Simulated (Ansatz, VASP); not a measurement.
## One calculation of HgH, two programs

```xyz
6
Lattice="6.2419 0.0000 0.0000 -3.1209 5.4056 0.0000 0.0000 0.0000 3.0669" Properties=species:S:1:pos:R:3 pbc="T T T"
Hg    3.1209    0.0000    0.0000
Hg    1.5605    2.7028    0.0000
Hg   -1.5605    2.7028    0.0000
H     0.0000    0.0000    0.0000
H     0.0000    3.6038    1.5335
H     3.1209    1.8019    1.5335
```

Alike in both runs: functional PBE; k mesh 6 × 6 × 4; occupations gaussian, width 0.1 eV; no spin polarisation.

Ansatz relaxed the structure, and its values are those at the end. VASP's run is a single point on that final structure, the one shown.

```csv
,VASP,Ansatz
version,VASP 6.6.1,Ansatz 0.2.0
potentials or method,"VASP PAW PBE potentials, release 64 (Hg, H), cutoff 520 eV","scalar-relativistic, plane waves, PAW"
valence electrons in the cell,39,63
```

```tsv
	VASP	Ansatz	Ansatz less VASP
gap on the k mesh at the Fermi level (eV)	none	none	-
pressure (GPa)	0.5	0.3	-0.17
```

A gap of «none» marks a metal or a gap that the smearing closes. VASP's potentials hold 39 valence electrons a cell and Ansatz's 63, so a difference there can come from the potentials and not from the codes.

The k mesh is coarse, so the values compare programs but aren't converged. Neither program's run includes spin-orbit coupling.
